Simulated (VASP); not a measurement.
Set up this calculation in VASP 6.6.1, as the native input.

```
Task                   : single point
Functional             : PBE
Potentials or basis    : VASP PAW PBE potentials, release 64 (K_sv, Cl)
Cutoff                 : 520 eV
k mesh                 : 6 × 6 × 6
Occupations            : gaussian, width 0.01 eV
Spin                   : no spin polarisation
Dipole correction      : no
Further INCAR settings : ALGO = Normal; EDIFF = 1e-06; NBANDS = 15
```

The structure of KCl lies in POSCAR:

```
KCl
1.0
    0.0000000000      3.5687102933      3.5687102933
    3.5687102933      0.0000000000      3.5687102933
    3.5687102933      3.5687102933      0.0000000000
K Cl
1 1
Direct
    0.0000000000      0.0000000000      0.0000000000
    0.2500000000      0.2500000000      0.2500000000
```

This cell differs from its parent crystal: volume changed by +3%.

One way to write it, as run:

INCAR

```
SYSTEM = KCl
ALGO = Normal
EDIFF = 1E-6
ENCUT = 520
GGA = PE
ISIF = 2
ISMEAR = 0
LASPH = .TRUE.
LCHARG = .FALSE.
LREAL = .FALSE.
LWAVE = .FALSE.
NBANDS = 15
NELM = 60
PREC = Accurate
SIGMA = 0.01
```

KPOINTS

```
k-points
0
G
  6 6 6
  0 0 0
```

Potentials or basis: VASP PAW PBE potentials, release 64 (K_sv, Cl).

Launch:

```sh
$ cat potpaw_PBE.64/K_sv/POTCAR potpaw_PBE.64/Cl/POTCAR > POTCAR
$ mpirun -np 1 vasp_std > vasp.out
```

Results of the run:

| Property | Result |
| --- | --- |
| Pressure | -0.3 GPa |
| Band gap on the k mesh | 4.67 eV, indirect (least direct gap 4.69 eV) |

Run time: 21 s on 1 thread of Intel(R) Xeon(R) Platinum 8559C (Emerald Rapids) (shared host), peak memory 0.23 GiB.
